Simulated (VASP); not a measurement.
Here is a VASP 6.6.1 calculation.

Contents of INCAR:

```
PREC = Accurate
ENCUT = 520
EDIFF = 1E-7
ISMEAR = 0
SIGMA = 0.15
LREAL = False
LASPH = True
NELM = 60
ALGO = Normal
ISIF = 2
LWAVE = False
LCHARG = False
GGA = PE
NBANDS = 15
```

KPOINTS

```
regular mesh
0
Gamma
  18 18 18
```

POSCAR

```
TiC
1.0
    0.0000000000      2.0882600000      2.1640000000
    2.2397400000      0.0000000000      2.1640000000
    2.2397400000      2.0882600000      0.0000000000
Ti C
1 1
Direct
    0.0000000000      0.0000000000      0.0000000000
    0.5000000000      0.5000000000      0.5000000000
```

Potentials or basis: VASP PAW PBE potentials, release 64 (Ti_sv, C).

Launch:

```bash
$ cat potpaw_PBE.64/Ti_sv/POTCAR potpaw_PBE.64/C/POTCAR > POTCAR
$ mpirun -np 1 vasp_std > vasp.out
```

Problem. What does it give for the pressure?

Solution. 3.1 GPa.

Problem. Predict the band gap on the k mesh.

Solution. Zero (bands 8 and 9 overlap by 1.71 eV).

Stress tensor (GPa, compression positive):
```
-10.25   0.00   0.00
  0.00  18.29   0.00
  0.00   0.00   1.40
```

Caveat: the cell differs from its parent crystal (strain +0.0350 x Voigt [1, -1, 0, 0, 0, 0]); the cell stands under pressure.
